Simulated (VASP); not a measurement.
Set up this calculation in VASP 6.6.1, as the native input.

- Task: single point
- Functional: PBE
- Potentials or basis: VASP PAW PBE potentials, release 64 (Te)
- Cutoff: 520 eV
- k mesh: 10 × 10 × 10
- Occupations: fermi-dirac, width 0.1 eV
- Spin: no spin polarisation
- Dipole correction: no
- k mesh for the DOS: 15 × 15 × 15
- Occupations for the DOS: tetrahedron
- Further INCAR settings: ALGO = Normal; EDIFF = 1e-06

Crystal: Te.

```
CELL_PARAMETERS angstrom
0.00000 3.03039 3.03039
3.03039 0.00000 3.03039
3.03039 3.03039 0.00000
ATOMIC_POSITIONS crystal
Te 0.87500 0.87500 0.87500
Te 0.12500 0.12500 0.12500
```

This isn't the form of Te at room conditions, which is trigonal, of chains.

One way to write it, as run:

POSCAR

```
Te
1.0
    0.0000000000      3.0303864368      3.0303864368
    3.0303864368      0.0000000000      3.0303864368
    3.0303864368      3.0303864368      0.0000000000
Te
2
Direct
   -0.1250000000     -0.1250000000     -0.1250000000
    0.1250000000      0.1250000000      0.1250000000
```

INCAR.step1

```
  PREC = Accurate
  ENCUT = 520
  EDIFF = 1E-6
  ISMEAR = -1
  SIGMA = 0.1
  LREAL = F
  LASPH = T
  NELM = 60
  ALGO = Normal
  ISIF = 2
  LWAVE = F
  LCHARG = T
  GGA = PE
  NBANDS = 13
```

KPOINTS.step1

```
regular mesh
0
Gamma
  10 10 10
```

INCAR.step2

```
  PREC = Accurate
  ENCUT = 520
  EDIFF = 1E-6
  ISMEAR = -5
  SIGMA = 0.1
  LREAL = F
  LASPH = T
  NELM = 60
  ALGO = Normal
  ISIF = 2
  LWAVE = F
  LCHARG = F
  GGA = PE
  LORBIT = 11
  NEDOS = 1001
  ICHARG = 11
```

KPOINTS.step2

```
regular mesh
0
Gamma
  15 15 15
```

Potentials or basis: VASP PAW PBE potentials, release 64 (Te).

Launch:

```console
$ cat potpaw_PBE.64/Te/POTCAR > POTCAR
$ cp INCAR.step1 INCAR
$ cp KPOINTS.step1 KPOINTS
$ mpirun -np 1 vasp_std > vasp.out
$ cp INCAR.step2 INCAR
$ cp KPOINTS.step2 KPOINTS
$ mpirun -np 1 vasp_std > vasp.out
```

Results of the run:

The valence electrons inside the program's atomic spheres are Te 3.56.

It took 62 s on 1 thread of Intel Xeon 8259CL, with other jobs on the host, peak memory 0.21 GiB.
